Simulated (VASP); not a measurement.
**BiTe: electric field gradients with LDA**

BiTe:

```xyz
2
Lattice="0.0000 3.2350 3.2350 3.2350 0.0000 3.2350 3.2350 3.2350 0.0000" Properties=species:S:1:pos:R:3 pbc="T T T"
Bi    0.0000    0.0000    0.0000
Te    3.2350    3.2350    3.2350
```

| Property | Result |
| --- | --- |
| Program | VASP 6.6.1 |
| Task | electric field gradients |
| Functional | LDA |
| Potentials or basis | VASP PAW LDA potentials, release 64 (Bi_d, Te) |
| Cutoff | 520 eV |
| k mesh | 10 × 10 × 10 |
| Occupations | fermi-dirac, width 0.08 eV |
| Spin | no spin polarisation |
| Dipole correction | no |
| Further INCAR settings | ALGO = Normal; EDIFF = 1e-08; NBANDS = 18 |

- Pressure: -2.7 GPa
- Band gap on the k mesh: zero (an odd number of electrons rules out a gap without spin polarisation)
- Largest electric field gradient by atom: zero within the noise of the run

Levels at points of the mesh, in eV from the Fermi level:
| k point | band 6 | band 7 | band 8 | band 9 | band 10 | band 11 | band 12 | band 13 | band 14 | band 15 |
| --- | --- | --- | --- | --- | --- | --- | --- | --- | --- | --- |
| (0.00, 0.00, 0.00) | -13.52 | -8.16 | -2.51 | -2.51 | -2.51 | 2.13 | 2.13 | 2.13 | 4.70 | 4.70 |
| (0.50, 0.00, 0.00) | -11.57 | -11.25 | -1.87 | -1.87 | -1.57 | -0.85 | -0.62 | -0.62 | 7.29 | 7.74 |
| (0.50, 0.50, 0.00) | -11.76 | -9.96 | -5.63 | -3.98 | -3.98 | 2.25 | 3.56 | 3.56 | 4.92 | 8.71 |

It took 34 s on 1 thread of Intel(R) Xeon(R) 6975P-C (Granite Rapids), on a shared host, peak memory 0.19 GiB.

Caveat: spin-orbit coupling is left out, which moves the levels of the heavy elements.
